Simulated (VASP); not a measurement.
## BN: relaxation of the atoms with LDA

Crystal: BN.

```xyz
4
Lattice="2.6707 0.0000 0.0000 -1.3354 2.1550 0.0000 0.0000 0.0000 7.2098" Properties=species:S:1:pos:R:3 pbc="T T T"
B     0.0000    1.4367    1.8024
B     1.3354    0.7183    5.4073
N     0.0000    1.4367    5.4073
N     1.3354    0.7183    1.8024
```

This cell differs from its parent crystal: normal strain along x +0.0733, normal strain along z +0.1100.

* Program: VASP 6.6.1
* Task: relaxation of the atoms
* Functional: LDA
* Potentials or basis: VASP PAW LDA potentials, release 64 (B, N)
* Cutoff: 520 eV
* k mesh: 12 × 12 × 4
* Occupations: gaussian, width 0.05 eV
* Spin: no spin polarisation
* Dipole correction: no
* Further INCAR settings: ALGO = Normal; EDIFF = 1e-07; IBRION = 2; EDIFFG = -0.01; NSW = 50

The energy gained by relaxing is 2.1 meV/atom and the ionic steps are 3. The pressure after relaxing is -20.5 GPa. The largest force after relaxing is 0.003 eV/Å and the band gap on the k mesh is 3.86 eV (least direct gap 4.32 eV).

Forces in eV/Å, atoms in the order of the input:
```
B    0.000  0.003  0.000
B    0.000 -0.003  0.000
N    0.000 -0.003  0.000
N    0.000  0.003  0.000
```

Stress tensor (GPa, compression positive):
```
-49.31   0.00   0.00
  0.00 -10.56   0.00
  0.00   0.00  -1.57
```

The path:
```
step  energy change (eV)  largest force (eV/Å)  pressure (GPa)
   1              0.0000                0.5588          -19.98
   2              0.0407                1.2566          -21.12
   3             -0.0085                0.0031          -20.48
```

Final structure:
```
B N
1.0
     2.67075    0.00000    0.00000
    -1.33537    2.15498    0.00000
     0.00000    0.00000    7.20975
B N
2 2
Direct
  0.33156 0.66312 0.25000
  0.66844 0.33688 0.75000
  0.33154 0.66308 0.75000
  0.66846 0.33692 0.25000
```

Levels at points of the mesh, in eV from the valence-band top:
```csv
k point,band 5,band 6,band 7,band 8,band 9,band 10,band 11,band 12
"(0.00, 0.00, 0.00)",-1.71,-1.69,-1.22,-1.20,4.42,8.79,9.57,10.24
"(0.50, 0.00, 0.00)",-3.67,-3.63,-1.42,-0.69,3.86,4.95,9.07,9.75
"(0.00, 0.50, 0.00)",-4.74,-4.70,-0.85,-0.24,4.32,5.07,7.50,7.63
"(0.00, 0.00, 0.50)",-1.70,-1.70,-1.21,-1.21,6.31,6.31,10.38,10.38
"(0.50, 0.00, 0.50)",-3.65,-3.65,-1.05,-1.05,4.27,4.27,9.57,9.57
"(0.00, 0.50, 0.50)",-4.72,-4.72,-0.54,-0.54,4.58,4.58,7.63,7.63
```

It took 2.3 min on 1 thread of Intel(R) Xeon(R) Platinum 8259CL CPU @ 2.50GHz (Skylake/Cascade Lake), with other jobs on the host, peak memory 0.17 GiB.

Caveat: the cell differs from its parent crystal (normal strain along x +0.0733, normal strain along z +0.1100). A k mesh can miss the band edges.
